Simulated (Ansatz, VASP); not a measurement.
BN: VASP beside Ansatz

File POSCAR:

```
BN
1.0
    0.0000000000      1.7458259350      1.7458259350
    1.7458259350      0.0000000000      1.7458259350
    1.7458259350      1.7458259350      0.0000000000
B N
1 1
Direct
    0.0000000000      0.0000000000      0.0000000000
    0.5000000000      0.5000000000      0.5000000000
```

INCAR.step1

```
SYSTEM = BN
  PREC = Accurate
  ENCUT = 520
  EDIFF = 1E-5
  ISMEAR = 0
  SIGMA = 0.01
  LREAL = .FALSE.
  LASPH = .TRUE.
  NELM = 100
  ALGO = Normal
  ISIF = 2
  LWAVE = .TRUE.
  GGA = PE
  NBANDS = 11
```

INCAR.step2

```
SYSTEM = BN
  PREC = Accurate
  ENCUT = 520
  EDIFF = 1E-7
  ISMEAR = 0
  SIGMA = 0.01
  LREAL = .FALSE.
  LASPH = .TRUE.
  NELM = 100
  ALGO = Normal
  ISIF = 2
  LWAVE = .FALSE.
  LCHARG = .TRUE.
  GGA = PE
  LHFCALC = .TRUE.
  AEXX = 0.1
  HFSCREEN = 0.2078
  PRECFOCK = Normal
  LELF = .TRUE.
  LVHAR = .TRUE.
  ISTART = 1
  NBANDS = 11
```

File KPOINTS:

```
regular mesh
0
G
  6 6 6
  0 0 0
```

Input for Ansatz:

```yaml
crystal:
  lattice:
    - [0.0, 1.745825935, 1.745825935]
    - [1.745825935, 0.0, 1.745825935]
    - [1.745825935, 1.745825935, 0.0]
  atoms:
    - { symbol: B, position: [0.0, 0.0, 0.0] }
    - { symbol: "N", position: [0.5, 0.5, 0.5] }
kpoints:
  mp_grid: { grid: [6, 6, 6] }
hamiltonian:
  xc:
    exchange: pbe
    correlation: pbe
    exx: { coeff: 0.1, omega: 0.2078 }
scf:
  occupations: { method: fixed }
  n_extra_bands: 4
output:
  forces: true
  stress: true
  eigenvalues: true
```

Alike in both runs: task single point; functional PBE-based screened hybrid; k mesh 6 × 6 × 6; no spin polarisation.

|  | VASP | Ansatz |
| --- | --- | --- |
| version | VASP 6.6.1 | Ansatz 0.2.0 |
| potentials or method | VASP PAW PBE potentials, release 64 (B, N) | plane waves |
| plane-wave cutoff (eV) | 520 | 420 |
| occupations | gaussian, width 0.01 eV | fixed |
| valence electrons in the cell | 8 | 8 |

|  | VASP | Ansatz | Ansatz less VASP |
| --- | --- | --- | --- |
| gap on the k mesh at the Fermi level (eV) | 1.56 | 1.57 | +0.007 |
| pressure (GPa) | -1.2 | -1.2 | -0.03 |

VASP's potentials were made for PBE, not for PBE-based screened hybrid. Ansatz's warnings: stress exchange threshold loose, stress scf threshold loose.

The k mesh is coarse, so the values compare programs but aren't converged.
